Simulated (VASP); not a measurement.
# Zr (P6/mmm) in VASP: relaxation of cell and atoms with PBEsol

Aim: the relaxation of cell and atoms of Zr with PBEsol.

Everything below comes from runs of VASP 6.6.1. Logs are shortened: lines on timing, memory, paths and dates and some standing lists are left out, and cuts for length are marked.

## 1. The cell of the first run

The structure is hexagonal, space group P6/mmm (No. 191). The conventional cell has a = 2.943 Å, b = 2.943 Å, c = 2.766 Å, α = 90.00°, β = 90.00°, γ = 120.00°. Zr (site symmetry 6/mmm) has 8 Zr at 2.77 to 2.94 Å within 3.6 Å.

This isn't the form of Zr at room conditions, which is hcp.

## 2. Relaxation of cell and atoms, PBEsol, target pressure 13 GPa, at which the enthalpy is minimised

File INCAR:

```
SYSTEM = Zr
PREC = Accurate ; ENCUT = 600
EDIFF = 1E-6 ; ISMEAR = -1
SIGMA = 0.05 ; LREAL = .False.
LASPH = .True. ; NELM = 60
ALGO = Normal ; ISIF = 3
LWAVE = .False. ; LCHARG = .False.
GGA = PS ; IBRION = 2
NSW = 60 ; EDIFFG = -0.005
PSTRESS = 130.0
```

File KPOINTS:

```
regular mesh
0
Gamma
  15 15 14
  0 0 0
```

File POSCAR:

```
Zr
1.0
    2.9427457962      0.0000000000      0.0000000000
   -1.4713728981      2.5484926164      0.0000000000
    0.0000000000      0.0000000000      2.7661810484
Zr
1
Direct
    0.0000000000      0.0000000000      0.0000000000
```

Potentials or basis: VASP PAW PBE potentials, release 64 (Zr_sv).

Run with:

```console
$ cat potpaw_PBE.64/Zr_sv/POTCAR > POTCAR
$ mpirun -np 1 vasp_std > vasp.out
```

OUTCAR:

```text
SYSTEM = Zr
   PREC = Accurate
   ENCUT = 600
   EDIFF = 1E-6
   ISMEAR = -1
   LREAL = .False.
   LASPH = .True.
   NELM = 60
   ISIF = 3
   GGA = PS
   IBRION = 2
   NSW = 60
   EDIFFG = -0.005
   PSTRESS = 130.0

 ion  position               nearest neighbor table
   1  0.000  0.000  0.000-

  LATTYP: Found a hexagonal cell.
 ALAT       =     2.9427457962
 C/A-ratio  =     0.9400000000

  Lattice vectors:

 A1 = (   2.9427457962,   0.0000000000,   0.0000000000)
 A2 = (  -1.4713728981,   2.5484926164,   0.0000000000)
 A3 = (   0.0000000000,   0.0000000000,   2.7661810484)

Analysis of symmetry for initial positions (statically):
=====================================================================
 Subroutine PRICEL returns:
 Original cell was already a primitive cell.

 Routine SETGRP: Setting up the symmetry group for a
 hexagonal supercell.

 Subroutine GETGRP returns: Found 24 space group operations
 (whereof 24 operations were pure point group operations)
 out of a pool of 24 trial point group operations.

The static configuration has the point symmetry D_6h.

Analysis of symmetry for dynamics (positions and initial velocities):
=====================================================================
 Subroutine PRICEL returns:
 Original cell was already a primitive cell.

 Routine SETGRP: Setting up the symmetry group for a
 hexagonal supercell.

 Subroutine GETGRP returns: Found 24 space group operations
 (whereof 24 operations were pure point group operations)
 out of a pool of 24 trial point group operations.

The dynamic configuration has the point symmetry D_6h.

 Subroutine INISYM returns: Found 24 space group operations
 (whereof 24 operations are pure point group operations),
 and found     1 'primitive' translations

----------------------------------------------------------------------------------------

                                     Primitive cell

  volume of cell :      20.7452

  direct lattice vectors                    reciprocal lattice vectors
     2.942745796  0.000000000  0.000000000     0.339818683  0.196194408  0.000000000
    -1.471372898  2.548492616  0.000000000     0.000000000  0.392388816  0.000000000
     0.000000000  0.000000000  2.766181048     0.000000000  0.000000000  0.361509237

  length of vectors
     2.942745796  2.942745796  2.766181048     0.392388816  0.392388816  0.361509237

  position of ions in fractional coordinates (direct lattice)
     0.000000000  0.000000000  0.000000000

  ion indices of the primitive-cell ions
   primitive index   ion index
                 1           1

[... 61 lines left out ...]
 SYSTEM =  Zr
   PREC   = accura    normal or accurate (medium, high low for compatibility)
   ISTART =      0    job   : 0-new  1-cont  2-samecut
   ICHARG =      2    charge: 1-file 2-atom 10-const
   ISPIN  =      1    spin polarized calculation?
   LNONCOLLINEAR =      F non collinear calculations
   LSORBIT =      F    spin-orbit coupling
   LASPH  =      T    aspherical Exc in radial PAW
   ENCUT  =  600.0 eV  44.10 Ry    6.64 a.u.   5.88  5.88  5.52*2*pi/ulx,y,z
   NELM   =     60;   NELMIN=  2; NELMDL= -5     # of ELM steps
   EDIFF  = 0.1E-05   stopping-criterion for ELM
   LREAL  =      F    real-space projection
   EDIFFG = -.5E-02   stopping-criterion for IOM
   NSW    =     60    number of steps for IOM
   IBRION =      2    ionic relax: 0-MD 1-quasi-New 2-CG
   NFREE  =      1    steps in history (QN), initial steepest desc. (CG)
   ISIF   =      3    stress and relaxation
   ISYM   =      2    0-nonsym 1-usesym 2-fastsym
   POTIM  = 0.5000    time-step for ionic-motion
   TEBEG  =    0.0;   TEEND  =   0.0 temperature during run
   PSTRESS=  130.0 pullay stress
   NELECT =      12.0000    total number of electrons
   NUPDOWN=      -1.0000    fix difference up-down
   EMIN   =  10.00;   EMAX   =-10.00  energy-range for DOS
   EFERMI =   0.00;   METHOD = LEGACY
   ISMEAR =    -1;   SIGMA  =   0.05  broadening in eV -4-tet -1-fermi 0-gaus
   EFERMI_NEDOS =   21; number of points for ismear=-14 and -15
   IALGO  =     38    algorithm
   IMIX   =      4    mixing-type and parameters
     AMIX     =   0.40;   BMIX     =  1.00
     AMIX_MAG =   1.60;   BMIX_MAG =  1.00
  volume/ion in A,a.u.               =      20.75       140.00
  Fermi-wavevector in a.u.,A,eV,Ry     =   1.364048  2.577677 25.315368  1.860627
  Thomas-Fermi vector in A             =   2.490398
   LORBIT       =      0    0 simple, 1 ext, 2 COOP (PROOUT), +10 PAW based schemes
   GGA     = PS    functional components
   LHFCALC =     F    Hartree Fock is set to
   AEXX    =    0.0000 exact exchange contribution
   IVDW    =     0    specifies the selected vdW correction
   LEPSILON=     F    determine dielectric tensor
   LRPA    =     F    only Hartree local field effects (RPA)
 conjugate gradient relaxation of ions
 non-spin polarized calculation
  energy-cutoff  :      600.00
  volume of cell :       20.75
 maximum number of plane-waves:       709
 NGX is ok and might be reduce to    24
   NGX = 11   NGY = 11   NGZ = 11

--------------------------------------- Ionic step        1  -------------------------------------------

 number of electron      12.0000000 magnetization

 Free energy of the ion-electron system (eV)
  ---------------------------------------------------
  ext. energy  EPLUGINS =         0.00000000
  ---------------------------------------------------
  free energy    TOTEN  =        -8.64570294 eV

  energy without entropy =       -8.63767770  energy(sigma->0) =       -8.64169032

 E-fermi :   9.8538     XC(G=0): -11.6976

 val. band max:        9.8417328982   @ k =   0.2667   0.2667   0.0714
 cond. band min:       9.8623930761   @ k =   0.4000   0.2000   0.5000
 fundamental gap:      0.0206601779
 Fermi energy:         9.8538335554

 k-point     1 :       0.0000    0.0000    0.0000
  band No.  band energies     occupation
      1     -38.5278      2.00000
      2     -15.7195      2.00000
      3     -15.7195      2.00000
      4     -15.7037      2.00000
      5       4.4790      2.00000
      6       7.7751      2.00000
      7      11.0833      0.00000
      8      11.0833      0.00000
      9      16.5111      0.00000
     10      16.5111      0.00000
[... 520 lines left out ...]
--------------------------------------- Ionic step        7  -------------------------------------------

 number of electron      12.0000000 magnetization

 Free energy of the ion-electron system (eV)
  ---------------------------------------------------
  ext. energy  EPLUGINS =         0.00000000
  ---------------------------------------------------
  free energy    TOTEN  =        -8.63195421 eV

  energy without entropy =       -8.62651860  energy(sigma->0) =       -8.62923641

 E-fermi :  10.0959     XC(G=0): -11.8178

 val. band max:       10.0690937972   @ k =   0.1333   0.1333   0.2143
 cond. band min:      10.1058478423   @ k =   0.1333   0.1333   0.3571
 fundamental gap:      0.0367540451
 Fermi energy:        10.0958879749

 k-point     1 :       0.0000    0.0000    0.0000
  band No.  band energies     occupation
      1     -38.2012      2.00000
      2     -15.5012      2.00000
      3     -15.2157      2.00000
      4     -15.2157      2.00000
      5       4.7894      2.00000
      6       8.0251      2.00000
      7      11.4763      0.00000
      8      11.4763      0.00000
      9      16.8893      0.00000
     10      16.8893      0.00000
[... 331 lines left out ...]
  energy  without entropy=       -8.6265186008  energy(sigma->0) =       -8.62923641

  enthalpy is  TOTEN    =        -6.9920091027 eV   P V=        1.6399451108

 reached required accuracy - stopping structural energy minimisation
```

CONTCAR:

```text
Zr
   1.00000000000000
     2.8688013648594417    0.0000000000000000    0.0000000000000000
    -1.4344006824297209    2.4844548603928853   -0.0000000000000000
    -0.0000000000000000    0.0000000000000000    2.8357304921027788
  Zr
     1
Direct
     0.0000000000000000    0.0000000000000000    1.0000000000000000

  0.00000000E+00  0.00000000E+00  0.00000000E+00
```

Wall time 56 s (1 thread of Intel Xeon 6975P-C (Granite Rapids), shared host); peak memory 0.19 GiB.

Results:

| Quantity | Value |
| --- | --- |
| Free energy | -8.6320 eV |
| Relaxed volume | 20.21 Å³/atom |
| Relaxed cell | a = 2.869 Å, b = 2.869 Å, c = 2.836 Å, α = 90.00°, β = 90.00°, γ = 120.00° |
| Space group after relaxing (to 0.1 Å) | P6/mmm (No. 191) |
| Energy change on relaxing (the run minimises the enthalpy) | +13.7 meV/atom |
| Ionic steps | 7 |
| Pressure after relaxing | 13.0 GPa |
| Band gap on the k mesh | zero (bands 6 and 7 overlap by 0.87 eV) |

The path:
```
step  energy change (eV)  largest force (eV/Å)  pressure (GPa)  volume (Å³)
   1              0.0000                0.0000            9.35        20.75
   2              0.1033                0.0000           19.43        19.34
   3              0.0419                0.0000           14.83        19.91
   4              0.0062                0.0000           12.47        20.32
   5              0.0174                0.0000           13.31        20.17
   6              0.0104                0.0000           12.71        20.25
   7              0.0137                0.0000           12.99        20.21
```

Final structure:
```
Zr
1.0
     2.86880    0.00000    0.00000
    -1.43440    2.48445    0.00000
     0.00000    0.00000    2.83573
Zr
1
Direct
  0.00000 0.00000 0.00000
```

Levels at points of the mesh, in eV from the Fermi level:
```tsv
k point	band 3	band 4	band 5	band 6	band 7	band 8	band 9	band 10
(0.00, 0.00, 0.00)	-25.31	-25.31	-5.31	-2.07	1.38	1.38	6.79	6.79
(0.00, 0.00, 0.50)	-25.18	-25.18	-2.37	0.55	2.10	2.10	3.82	3.82
```

Caveat: the cell is relaxed towards a set pressure, so the run minimises the enthalpy, not the energy; the PAW data sets were made with another functional, which shifts forces and pressure a little.
